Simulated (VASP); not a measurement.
A run of VASP 6.6.1:

The input INCAR:

```
  PREC = Accurate
  ENCUT = 520
  EDIFF = 1E-6
  ISMEAR = -1
  SIGMA = 0.1
  LREAL = F
  LASPH = T
  NELM = 60
  ALGO = Normal
  ISIF = 2
  LWAVE = F
  LCHARG = F
  GGA = PS
  NBANDS = 14
```

File KPOINTS:

```
Automatic mesh
0
Gamma
  20 20 12
```

Contents of POSCAR:

```
Re
1.0
    2.7518561068      0.0000000000      0.0000000000
   -1.3759280534      2.3831772961      0.0000000000
    0.0000000000      0.0000000000      4.4397719340
Re
2
Direct
    0.3333333333      0.6666666667      0.2500000000
    0.6666666667      0.3333333333      0.7500000000
```

Potentials or basis: VASP PAW PBE potentials, release 64 (Re).

Run with:

```bash
$ cat potpaw_PBE.64/Re/POTCAR > POTCAR
$ mpirun -np 1 vasp_std > vasp.out
```

Hardware: 1 thread of Oxide Virtual Turin-like Processor (shared host).

**Question.** Estimate the wall time of this run.

**Answer.** Run time: 2.4 min on 1 thread of Oxide Virtual Turin-like Processor (shared host), peak memory 0.2 GiB. Counts: scf iterations 11, k points 308.
